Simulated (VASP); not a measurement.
Crystal: AlNi.

```xyz
2
Lattice="1.9387 -1.9532 0.0000 1.9387 1.9532 0.0000 0.0000 0.0000 3.0994" Properties=species:S:1:pos:R:3 pbc="T T T"
Ni    1.9387    0.0000    1.5497
Al    0.0000    0.0000    0.0000
```

Base run:

```yaml
Program: VASP 6.6.1
Functional: PBEsol
Potentials_or_basis: VASP PAW PBE potentials, release 64 (Ni, Al)
Cutoff: 520 eV
k_mesh: 10 × 10 × 9
Occupations: fermi-dirac, width 0.05 eV
Spin: collinear spin, ferromagnetic start
Starting_moments: "[1.0, 0.0] μB"
```

Its results: pressure 1.0 GPa; net moment 0.00 μB per cell.

Q: The run is repeated on the same cell with these changes: functional from PBEsol to PBE. What comes out?

A: Pressure 6.2 GPa; net moment 0.00 μB per cell.

PBE binds less tightly than PBEsol, so the same cell stands under more pressure.

Caveats: the PAW data sets were made with another functional, which shifts forces and pressure a little (some runs).
